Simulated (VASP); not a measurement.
A run of VASP 6.6.1 is set up as follows.

File INCAR:

```
SYSTEM = CaO
ALGO     = Normal         ! electronic algorithm
EDIFF    = 1E-8           ! SCF threshold, eV
ENCUT    = 520            ! plane-wave cutoff, eV
IBRION   = 8              ! ionic algorithm
ISIF     = 2              ! what is computed and relaxed
ISMEAR   = 0              ! smearing method
LASPH    = .True.         ! aspherical terms in the spheres
LCHARG   = .False.        ! write CHGCAR
LEPSILON = .True.         ! dielectric tensor by DFPT
LREAL    = .False.        ! projectors in reciprocal space
LWAVE    = .False.        ! write WAVECAR
NELM     = 60             ! most SCF steps
NSW      = 1              ! ionic steps
PREC     = Accurate       ! precision mode
SIGMA    = 0.01           ! smearing width, eV
```

Contents of KPOINTS:

```
k-points
0
Gamma
  7 7 7
  0 0 0
```

POSCAR

```
CaO
1.0
    0.0000000000      2.4035556960      2.4035556960
    2.4035556960      0.0000000000      2.4035556960
    2.4035556960      2.4035556960      0.0000000000
Ca O
1 1
Direct
    0.0000000000      0.0000000000      0.0000000000
    0.5000000000      0.5000000000      0.5000000000
```

Potentials or basis: VASP PAW LDA potentials, release 64 (Ca_sv, O).

Launch:

```bash
$ cat potpaw_LDA.64/Ca_sv/POTCAR potpaw_LDA.64/O/POTCAR > POTCAR
$ mpirun -np 1 vasp_std > vasp.out
```

**Question.** Estimate the electronic dielectric tensor (diagonal).

**Answer.** 3.85.

**Question.** Predict the Born charges (mean of the diagonal).

**Answer.** Ca +2.36; O -2.36 e.

**Question.** Estimate the highest phonon frequency at Γ, LO-TO splitting left out.

**Answer.** 251 cm⁻¹.

Phonon frequencies in cm⁻¹ (negative: imaginary):
```tsv
q point	frequencies
(0.000, 0.000, 0.000)	-1 -1 -1 251 251 251
```

Caveat: the cell stands under pressure or tension, which shifts response properties.
